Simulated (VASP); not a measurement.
MgZn3:

```
Mg Zn
1.0
     2.97721    0.00000    0.00000
    -1.48860    2.57834    0.00000
     0.00000    0.00000    8.77860
Mg Zn
1 3
Cartesian
  1.4886 0.8594 4.3893
  1.4886 0.8594 0.0000
  0.0000 0.0000 6.6703
  0.0000 0.0000 2.1083
```

| Property | Result |
| --- | --- |
| Program | VASP 6.6.1 |
| Task | relaxation of cell and atoms |
| Functional | LDA |
| Potentials or basis | VASP PAW LDA potentials, release 64 (Mg, Zn) |
| Cutoff | 600 eV |
| k mesh | 10 × 10 × 3 |
| Occupations | gaussian, width 0.1 eV |
| Spin | no spin polarisation |

At the start: pressure -6.3 GPa; volume 16.85 Å³/atom.

**Question.** Where does the relaxation end?

**Answer.** Over 7 steps the energy falls by 42.6 meV/atom and the volume is 15.20 Å³/atom (-9.8 %); space group P-6m2 (No. 187, to 0.05 Å).

The path:
```csv
step,energy change (eV),largest force (eV/Å),pressure (GPa),volume (Å³)
1,0.0000,0.1866,-6.27,67.39
2,-0.1634,0.1347,-0.90,61.15
3,-0.1662,0.1231,0.14,60.36
4,-0.1685,0.0978,0.15,60.42
5,-0.1698,0.0639,0.17,60.51
6,-0.1705,0.0288,-0.08,60.71
7,-0.1706,0.0114,-0.18,60.81
```

Final structure:
```
Mg Zn
1.0
     2.90046    0.00000    0.00000
    -1.45023    2.51187    0.00000
     0.00000    0.00000    8.34725
Mg Zn
1 3
Direct
  0.66667 0.33333 0.50000
  0.66667 0.33333 0.00000
  0.00000 0.00000 0.76387
  0.00000 0.00000 0.23613
```
